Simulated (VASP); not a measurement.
Write the native input for VASP 6.6.1 that does the following.

| Quantity | Value |
| --- | --- |
| Task | single point |
| Functional | LDA |
| Potentials or basis | VASP PAW LDA potentials, release 64 (Zn, S) |
| Cutoff | 400 eV |
| k mesh | 9 × 9 × 9 |
| Occupations | gaussian, width 0.01 eV |
| Spin | no spin polarisation |
| Dipole correction | no |
| k mesh for the DOS | 14 × 14 × 14 |
| Occupations for the DOS | tetrahedron |
| Further INCAR settings | ALGO = Normal; EDIFF = 1e-06 |

Crystal: ZnS.

```xyz
2
Lattice="0.0000 2.7020 2.7020 2.7020 0.0000 2.7020 2.7020 2.7020 0.0000" Properties=species:S:1:pos:R:3 pbc="T T T"
Zn    1.3510    1.3510    1.3510
S     0.0000    0.0000    0.0000
```

One way to write it, as run:

POSCAR

```
ZnS
1.0
    0.0000000000      2.7020000000      2.7020000000
    2.7020000000      0.0000000000      2.7020000000
    2.7020000000      2.7020000000      0.0000000000
Zn S
1 1
Direct
    0.2500000000      0.2500000000      0.2500000000
    0.0000000000      0.0000000000      0.0000000000
```

INCAR.step1

```
SYSTEM = ZnS
  PREC = Accurate
  ENCUT = 400
  EDIFF = 1E-6
  ISMEAR = 0
  SIGMA = 0.01
  LREAL = .FALSE.
  LASPH = .TRUE.
  NELM = 120
  ALGO = Normal
  ISIF = 2
  LWAVE = .FALSE.
  LCHARG = .TRUE.
  NBANDS = 16
  GGA_COMPAT = .FALSE.
  NEDOS = 2001
  LORBIT = 11
```

KPOINTS.step1

```
Automatic mesh
0
G
  9 9 9
  0 0 0
```

INCAR.step2

```
SYSTEM = ZnS
  PREC = Accurate
  ENCUT = 400
  EDIFF = 1E-6
  ISMEAR = -5
  SIGMA = 0.01
  LREAL = .FALSE.
  LASPH = .TRUE.
  NELM = 120
  ALGO = Normal
  ISIF = 2
  LWAVE = .FALSE.
  LCHARG = .FALSE.
  LORBIT = 11
  NEDOS = 2001
  ICHARG = 11
  GGA_COMPAT = .FALSE.
```

KPOINTS.step2

```
Automatic mesh
0
G
  14 14 14
  0 0 0
```

Potentials or basis: VASP PAW LDA potentials, release 64 (Zn, S).

The run is started by

```sh
$ cat potpaw_LDA.64/Zn/POTCAR potpaw_LDA.64/S/POTCAR > POTCAR
$ cp INCAR.step1 INCAR
$ cp KPOINTS.step1 KPOINTS
$ mpirun -np 1 vasp_std > vasp.out
$ cp INCAR.step2 INCAR
$ cp KPOINTS.step2 KPOINTS
$ mpirun -np 1 vasp_std > vasp.out
```

Results of the run:

| Property | Result |
| --- | --- |
| Valence electrons inside the program's atomic spheres | Zn 10.82; S 3.72 |

Run time: 33 s on 1 thread of Intel(R) Xeon(R) Platinum 8259CL CPU @ 2.50GHz (Skylake/Cascade Lake) (shared host), peak memory 0.15 GiB.
